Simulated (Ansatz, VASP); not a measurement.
## Mo in VASP and in Ansatz

```
Mo
1.0
    -1.58139    1.58139    1.58139
     1.58139   -1.58139    1.58139
     1.58139    1.58139   -1.58139
Mo
1
Direct
  0.00000 0.00000 0.00000
```

Alike in both runs: task relaxation of cell and atoms; functional PBE; k mesh 17 × 17 × 17; occupations fermi-dirac, width 0.08 eV; no spin polarisation.

|  | VASP | Ansatz |
| --- | --- | --- |
| version | VASP 6.6.1 | Ansatz 0.2.0 |
| potentials or method | VASP PAW PBE potentials, release 64 (Mo_sv) | PAW with Ansatz's default frozen-core files, scalar-relativistic |
| plane-wave cutoff (eV) | 600 | 420 |
| valence electrons in the cell | 14 | 14 |

Ansatz gave:

* relaxed volume (Å³/atom): 15.80
* relaxed cell length with the largest relative difference (Å): 2.738

**Question.** Estimate VASP's values.

**Answer.** Relaxed volume (Å³/atom): 15.82; relaxed cell length with the largest relative difference (Å): 2.739.

Noted on VASP's run: the relaxation stopped at its first step, so nothing moved.
